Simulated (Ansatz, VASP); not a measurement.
# MoS2 in VASP and in Ansatz

INCAR

```
PREC     = Accurate       # precision mode
ENCUT    = 520            # plane-wave cutoff, eV
EDIFF    = 1E-8           # SCF threshold, eV
ISMEAR   = -1             # smearing method
SIGMA    = 0.05           # smearing width, eV
LREAL    = F              # projectors in reciprocal space
LASPH    = T              # aspherical terms in the spheres
NELM     = 100            # most SCF steps
ALGO     = Normal         # electronic algorithm
ISIF     = 2              # what is computed and relaxed
LWAVE    = F              # write WAVECAR
LCHARG   = F              # write CHGCAR
LEFG     = T            
NBANDS   = 20             # bands
```

Contents of KPOINTS:

```
regular mesh
0
Gamma
  15 15 15
```

File POSCAR:

```
MoS2
1.0
    1.5919741743      0.9191267181      6.1638830361
   -1.5919741743      0.9191267181      6.1638830361
    0.0000000000     -1.8382534361      6.1638830361
Mo S
1 2
Direct
    0.0000000000      0.0000000000      0.0000000000
    0.7484000000      0.7484000000      0.7484000000
    0.5849000000      0.5849000000      0.5849000000
```

Input for Ansatz:

```yaml
crystal:
  lattice:
    - [1.5919741743, 0.9191267181, 6.1638830361]
    - [-1.5919741743, 0.9191267181, 6.1638830361]
    - [0.0, -1.8382534361, 6.1638830361]
  atoms:
    - { symbol: Mo, position: [0.0, 0.0, 0.0] }
    - { symbol: S, position: [0.7484, 0.7484, 0.7484] }
    - { symbol: S, position: [0.5849, 0.5849, 0.5849] }
kpoints:
  mp_grid: { grid: [15, 15, 15] }
scf:
  occupations: { method: fermi_dirac, width: 0.05 }
hamiltonian:
  xc: lda
  pseudopotentials: { kind: all_electron, datasets: crystal }
output:
  forces: true
  stress: true
  eigenvalues: true
  efg: { contact_densities: true }
```

Change from the starting cell: volume scaled by 1.02, crystal datasets.

Alike in both runs: task electric field gradients; functional LDA; k mesh 15 × 15 × 15; occupations fermi-dirac, width 0.05 eV; no spin polarisation.

```csv
,VASP,Ansatz
version,VASP 6.6.1,Ansatz 0.2.0
potentials or method,"VASP PAW LDA potentials, release 64 (Mo_sv, S), cutoff 520 eV","all-electron PAW with datasets made for the crystal, scalar-relativistic"
```

|  | VASP | Ansatz | Ansatz less VASP |
| --- | --- | --- | --- |
| pressure (GPa) | -1.6 | -1.7 | -0.06 |
| traceless stress, the component that is largest in VASP (GPa) | 4.49 | 4.53 | +0.036 |
| rms of the force components (eV/Å) | 0.227 | 0.222 | -0.0047 |
| size of Vzz on the site where it differs most (V/Å²) | 94.1 | 91.1 | -3.02 |

LDA's correlation is that of Perdew and Zunger in VASP and of Perdew and Wang (1992) in Ansatz. Atom by atom the forces differ by 0.005 eV/Å (rms over components). Ansatz ran all-electron here, and VASP with PAW potentials.
